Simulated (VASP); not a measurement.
# Ag3B (P-6m2) in VASP: relaxation of cell and atoms with PBE

Aim: the relaxation of cell and atoms of Ag3B with PBE.

Everything below comes from runs of VASP 6.6.1. Logs are shortened: lines on timing, memory, paths and dates and some standing lists are left out, and cuts for length are marked.

### 1 The cell of the first run

The structure is hexagonal, space group P-6m2 (No. 187). Conventional cell: a = 2.984 Å, b = 2.984 Å, c = 7.895 Å, α = 90.00°, β = 90.00°, γ = 120.00°. Ag (site symmetry -6m2) has 12 Ag at 2.97 to 2.98 Å and 2 B at 3.95 Å within 4.0 Å. Within 3.1 Å of Ag (site symmetry 3m) lie 3 B at 2.30 Å and 10 Ag at 2.97 to 3.05 Å. B (site symmetry -6m2) has 6 Ag at 2.30 Å and 6 B at 2.98 Å within 3.0 Å.

### 2 Relaxation of cell and atoms, PBE

File INCAR:

```
  PREC = Accurate
  ENCUT = 600
  EDIFF = 1E-6
  ISMEAR = 0
  SIGMA = 0.1
  LREAL = False
  LASPH = True
  NELM = 100
  ALGO = Fast
  ISIF = 3
  LWAVE = False
  LCHARG = False
  GGA = PE
  IBRION = 2
  NSW = 100
  EDIFFG = -0.005
```

File KPOINTS:

```
regular mesh
0
Gamma
  18 18 6
```

File POSCAR:

```
Ag3B
1.0
    2.9838325580      0.0000000000      0.0000000000
   -1.4919162790      2.5840747959      0.0000000000
    0.0000000000      0.0000000000      7.8951147515
Ag B
3 1
Direct
    0.6666666667      0.3333333333      0.5000000000
    0.3333333333      0.6666666667      0.1934110920
    0.3333333333      0.6666666667      0.8065889080
    0.6666666667      0.3333333333      0.0000000000
```

Potentials or basis: VASP PAW PBE potentials, release 64 (Ag, B).

Started as:

```sh
> cat potpaw_PBE.64/Ag/POTCAR potpaw_PBE.64/B/POTCAR > POTCAR
> mpirun -np 1 vasp_std > vasp.out
```

OUTCAR:

```text
PREC = Accurate
   ENCUT = 600
   EDIFF = 1E-6
   ISMEAR = 0
   LREAL = False
   LASPH = True
   NELM = 100
   ISIF = 3
   GGA = PE
   IBRION = 2
   NSW = 100
   EDIFFG = -0.005

 ion  position               nearest neighbor table
   1  0.667  0.333  0.500-   2 2.97   3 2.97   2 2.97   3 2.97   2 2.97   3 2.97
   2  0.333  0.667  0.193-   4 2.30   4 2.30   4 2.30   1 2.97   1 2.97   1 2.97   3 3.05
   3  0.333  0.667  0.807-   4 2.30   4 2.30   4 2.30   1 2.97   1 2.97   1 2.97   2 3.05
   4  0.667  0.333  0.000-   2 2.30   3 2.30   2 2.30   3 2.30   2 2.30   3 2.30

  LATTYP: Found a hexagonal cell.
 ALAT       =     2.9838325580
 C/A-ratio  =     2.6459644092

  Lattice vectors:

 A1 = (   2.9838325580,   0.0000000000,   0.0000000000)
 A2 = (  -1.4919162790,   2.5840747959,   0.0000000000)
 A3 = (   0.0000000000,   0.0000000000,   7.8951147515)

Analysis of symmetry for initial positions (statically):
=====================================================================
 Subroutine PRICEL returns:
 Original cell was already a primitive cell.

 Routine SETGRP: Setting up the symmetry group for a
 hexagonal supercell.

 Subroutine GETGRP returns: Found 12 space group operations
 (whereof 12 operations were pure point group operations)
 out of a pool of 24 trial point group operations.

The static configuration has the point symmetry D_3h.

Analysis of symmetry for dynamics (positions and initial velocities):
=====================================================================
 Subroutine PRICEL returns:
 Original cell was already a primitive cell.

 Routine SETGRP: Setting up the symmetry group for a
 hexagonal supercell.

 Subroutine GETGRP returns: Found 12 space group operations
 (whereof 12 operations were pure point group operations)
 out of a pool of 24 trial point group operations.

The dynamic configuration has the point symmetry D_3h.

 Subroutine INISYM returns: Found 12 space group operations
 (whereof 12 operations are pure point group operations),
 and found     1 'primitive' translations

----------------------------------------------------------------------------------------

                                     Primitive cell

  volume of cell :      60.8749

  direct lattice vectors                    reciprocal lattice vectors
     2.983832558  0.000000000  0.000000000     0.335139449  0.193492851  0.000000000
    -1.491916279  2.584074796  0.000000000     0.000000000  0.386985702  0.000000000
     0.000000000  0.000000000  7.895114752     0.000000000  0.000000000  0.126660604

  length of vectors
     2.983832558  2.983832558  7.895114752     0.386985702  0.386985702  0.126660604

  position of ions in fractional coordinates (direct lattice)
     0.666666667  0.333333333  0.500000000
     0.333333333  0.666666667  0.193411092
     0.333333333  0.666666667  0.806588908
     0.666666667  0.333333333  0.000000000

  ion indices of the primitive-cell ions
   primitive index   ion index
                 1           1
                 2           2
                 3           3
                 4           4

----------------------------------------------------------------------------------------

 KPOINTS: regular mesh

Automatic generation of k-mesh.
 Grid dimensions read from file:
 generate k-points for:   18   18    6

 Generating k-lattice:

  Cartesian coordinates                     Fractional coordinates (reciprocal lattice)
     0.018618858  0.010749603  0.000000000     0.055555556  0.000000000  0.000000000
     0.000000000  0.021499206  0.000000000     0.000000000  0.055555556  0.000000000
     0.000000000  0.000000000  0.021110101     0.000000000  0.000000000  0.166666667

  Length of vectors
     0.021499206  0.021499206  0.021110101

  Shift w.r.t. Gamma in fractional coordinates (k-lattice)
     0.000000000  0.000000000  0.000000000

 Subroutine IBZKPT returns following result:
 ===========================================

 Found    148 irreducible k-points:

 Following reciprocal coordinates:
            Coordinates               Weight
  0.000000  0.000000  0.000000      1.000000
  0.055556 -0.000000  0.000000      6.000000
  0.111111 -0.000000  0.000000      6.000000
  0.166667  0.000000  0.000000      6.000000
  0.222222  0.000000  0.000000      6.000000
  0.277778  0.000000  0.000000      6.000000
[... 16 lines left out ...]
  0.333333  0.111111  0.000000     12.000000
  0.388889  0.111111  0.000000     12.000000
 [... further k-points ...]
   k-points           NKPTS =    148   k-points in BZ     NKDIM =    148   number of bands    NBANDS=     22
   number of dos      NEDOS =    301   number of ions     NIONS =      4
   total plane-waves  NPLWV =  36864
   dimension x,y,z NGX =    24 NGY =   24 NGZ =   64
   dimension x,y,z NGXF=    48 NGYF=   48 NGZF=  128
   ions per type =               3   1
   NGX,Y,Z   is equivalent  to a cutoff of  13.37, 13.37, 13.48 a.u.
   NGXF,Y,Z  is equivalent  to a cutoff of  26.74, 26.74, 26.95 a.u.
 SYSTEM =  unknown system
   PREC   = accura    normal or accurate (medium, high low for compatibility)
   ISTART =      0    job   : 0-new  1-cont  2-samecut
   ICHARG =      2    charge: 1-file 2-atom 10-const
   ISPIN  =      1    spin polarized calculation?
   LNONCOLLINEAR =      F non collinear calculations
   LSORBIT =      F    spin-orbit coupling
   LASPH  =      T    aspherical Exc in radial PAW
   ENCUT  =  600.0 eV  44.10 Ry    6.64 a.u.   5.96  5.96 15.77*2*pi/ulx,y,z
   NELM   =    100;   NELMIN=  2; NELMDL= -5     # of ELM steps
   EDIFF  = 0.1E-05   stopping-criterion for ELM
   LREAL  =      F    real-space projection
   EDIFFG = -.5E-02   stopping-criterion for IOM
   NSW    =    100    number of steps for IOM
   IBRION =      2    ionic relax: 0-MD 1-quasi-New 2-CG
   NFREE  =      1    steps in history (QN), initial steepest desc. (CG)
   ISIF   =      3    stress and relaxation
   ISYM   =      2    0-nonsym 1-usesym 2-fastsym
   POTIM  = 0.5000    time-step for ionic-motion
   TEBEG  =    0.0;   TEEND  =   0.0 temperature during run
   PSTRESS=    0.0 pullay stress
   NELECT =      36.0000    total number of electrons
   NUPDOWN=      -1.0000    fix difference up-down
   EMIN   =  10.00;   EMAX   =-10.00  energy-range for DOS
   EFERMI =   0.00;   METHOD = LEGACY
   ISMEAR =     0;   SIGMA  =   0.10  broadening in eV -4-tet -1-fermi 0-gaus
   EFERMI_NEDOS =   21; number of points for ismear=-14 and -15
   IALGO  =     68    algorithm
   IMIX   =      4    mixing-type and parameters
     AMIX     =   0.40;   BMIX     =  1.00
     AMIX_MAG =   1.60;   BMIX_MAG =  1.00
  volume/ion in A,a.u.               =      15.22       102.70
  Fermi-wavevector in a.u.,A,eV,Ry     =   1.374136  2.596740 25.691192  1.888249
  Thomas-Fermi vector in A             =   2.499590
   LORBIT       =      0    0 simple, 1 ext, 2 COOP (PROOUT), +10 PAW based schemes
   GGA     = PE    functional components
   LHFCALC =     F    Hartree Fock is set to
   AEXX    =    0.0000 exact exchange contribution
   IVDW    =     0    specifies the selected vdW correction
   LEPSILON=     F    determine dielectric tensor
   LRPA    =     F    only Hartree local field effects (RPA)
 conjugate gradient relaxation of ions
 non-spin polarized calculation
 RMM-DIIS sequential band-by-band and
 Gauss-broadening in eV      SIGMA  =   0.10
  energy-cutoff  :      600.00
  volume of cell :       60.87
 maximum number of plane-waves:      2073
 NGX is ok and might be reduce to    24
   NGX = 11   NGY = 11   NGZ = 31

--------------------------------------- Ionic step        1  -------------------------------------------

 number of electron      35.9999996 magnetization

 Free energy of the ion-electron system (eV)
  ---------------------------------------------------
  ext. energy  EPLUGINS =         0.00000000
  ---------------------------------------------------
  free energy    TOTEN  =       -12.62184531 eV

  energy without entropy =      -12.61713482  energy(sigma->0) =      -12.61949007

------------------------ aborting loop because EDIFF is reached ----------------------------------------

  FORCE on cell =-STRESS in cart. coord.  units (eV):
  Direction    XX          YY          ZZ          XY          YZ          ZX
  --------------------------------------------------------------------------------------
  -------------------------------------------------------------------------------------
  Total        0.1414247      0.1414247     -0.2022615      0.0000000      0.0000000      0.0000000
  in kB        3.7221855      3.7221855     -5.3233602      0.0000000      0.0000000      0.0000000
  external PRESSURE =       0.7070036 kB  Pullay stress =       0.0000000 kB
[... 95 lines left out ...]
  FREE ENERGIE OF THE ION-ELECTRON SYSTEM (eV)
  ---------------------------------------------------
  free  energy   TOTEN  =       -12.6236283042 eV

  energy  without entropy=      -12.6186607980  energy(sigma->0) =      -12.62114455

[... ionic steps 4 to 7 ...]

--------------------------------------- Ionic step        8  -------------------------------------------

 number of electron      35.9999990 magnetization

------------------------ aborting loop because EDIFF is reached ----------------------------------------

  FORCE on cell =-STRESS in cart. coord.  units (eV):
  Direction    XX          YY          ZZ          XY          YZ          ZX
  --------------------------------------------------------------------------------------
  -------------------------------------------------------------------------------------
  Total       -0.0007697     -0.0007697      0.0028365      0.0000000      0.0000000      0.0000000
  in kB       -0.0202243     -0.0202243      0.0745336      0.0000000      0.0000000      0.0000000
  external PRESSURE =       0.0113617 kB  Pullay stress =       0.0000000 kB
[... 61 lines left out ...]
  energy  without entropy=      -12.6191210828  energy(sigma->0) =      -12.62149590

--------------------------------------- Ionic step       10  -------------------------------------------

 number of electron      35.9999990 magnetization

 Free energy of the ion-electron system (eV)
  ---------------------------------------------------
  ext. energy  EPLUGINS =         0.00000000
  ---------------------------------------------------
  free energy    TOTEN  =       -12.62387712 eV

  energy without entropy =      -12.61912560  energy(sigma->0) =      -12.62150136

 E-fermi :   8.1005     XC(G=0): -11.9686

 val. band max:        8.0927723775   @ k =   0.3333   0.2222   0.1667
 cond. band min:       8.1138341256   @ k =   0.1667   0.1667   0.5000
 fundamental gap:      0.0210617482
 Fermi energy:         8.1004702851

 k-point     1 :       0.0000    0.0000    0.0000
  band No.  band energies     occupation
      1      -2.4879      2.00000
      2       0.8270      2.00000
      3       1.4791      2.00000
      4       1.9486      2.00000
      5       2.3888      2.00000
      6       2.3888      2.00000
[... 574 lines left out ...]
      6       2.3029      2.00000
[... 14 lines left out ...]
     21      11.8798      0.00000
     22      12.0726      0.00000

 [... further k-points ...]
[... 5 lines left out ...]
  --------------------------------------------------------------------------------------
  -------------------------------------------------------------------------------------
  Total       -0.0084484     -0.0084484     -0.0027323      0.0000000      0.0000000      0.0000000
  in kB       -0.2219235     -0.2219235     -0.0717731      0.0000000      0.0000000      0.0000000
  external PRESSURE =      -0.1718734 kB  Pullay stress =       0.0000000 kB
[... 19 lines left out ...]
  FREE ENERGIE OF THE ION-ELECTRON SYSTEM (eV)
  ---------------------------------------------------
  free  energy   TOTEN  =       -12.6238771192 eV

  energy  without entropy=      -12.6191256000  energy(sigma->0) =      -12.62150136

 reached required accuracy - stopping structural energy minimisation
```

Run time: 31 min. Hardware: 1 thread of Oxide Virtual Turin-like, shared host; peak memory 0.32 GiB.

What came out:

| Quantity | Value |
| --- | --- |
| Free energy | -12.6239 eV |
| Relaxed volume | 15.25 Å³/atom |
| Relaxed cell | a = 3.004 Å, b = 3.004 Å, c = 7.805 Å, α = 90.00°, β = 90.00°, γ = 120.00° |
| Space group after relaxing (to 0.1 Å) | P-6m2 (No. 187) |
| Energy gained by relaxing | 0.5 meV/atom |
| Ionic steps | 10 |
| Pressure after relaxing | 0.0 GPa |
| Band gap on the k mesh | zero (bands 18 and 19 overlap by 2.16 eV) |

Step by step:
| step | energy change (eV) | largest force (eV/Å) | pressure (GPa) | volume (Å³) |
| --- | --- | --- | --- | --- |
| 1 | 0.0000 | 0.0012 | 0.07 | 60.87 |
| 2 | -0.0008 | 0.0069 | -0.07 | 60.93 |
| 3 | -0.0018 | 0.0247 | -0.20 | 61.07 |
| 4 | -0.0018 | 0.0297 | -0.29 | 61.11 |
| 5 | -0.0016 | 0.0110 | 0.45 | 60.77 |
| 6 | -0.0020 | 0.0148 | 0.04 | 60.97 |
| 7 | -0.0020 | 0.0153 | -0.02 | 60.98 |
| 8 | -0.0020 | 0.0136 | 0.00 | 60.97 |
| 9 | -0.0020 | 0.0060 | -0.02 | 60.98 |
| 10 | -0.0020 | 0.0009 | -0.02 | 60.99 |

Final structure:
```
CELL_PARAMETERS angstrom
3.00391 0.00000 0.00000
-1.50196 2.60146 0.00000
0.00000 0.00000 7.80508
ATOMIC_POSITIONS crystal
Ag 0.66667 0.33333 0.50000
Ag 0.33333 0.66667 0.19313
Ag 0.33333 0.66667 0.80687
B 0.66667 0.33333 0.00000
```

Levels at points of the mesh, in eV from the Fermi level:
```csv
k point,band 16,band 17,band 18,band 19,band 20,band 21
"(0.00, 0.00, 0.00)",-4.29,-3.60,-3.60,0.36,4.47,4.47
"(0.50, 0.00, 0.00)",-2.85,-2.13,-0.99,0.39,2.81,3.02
"(0.00, 0.00, 0.50)",-3.64,-3.64,-2.57,-1.67,4.47,4.47
"(0.50, 0.00, 0.50)",-2.89,-2.29,-1.08,0.35,2.91,3.79
```
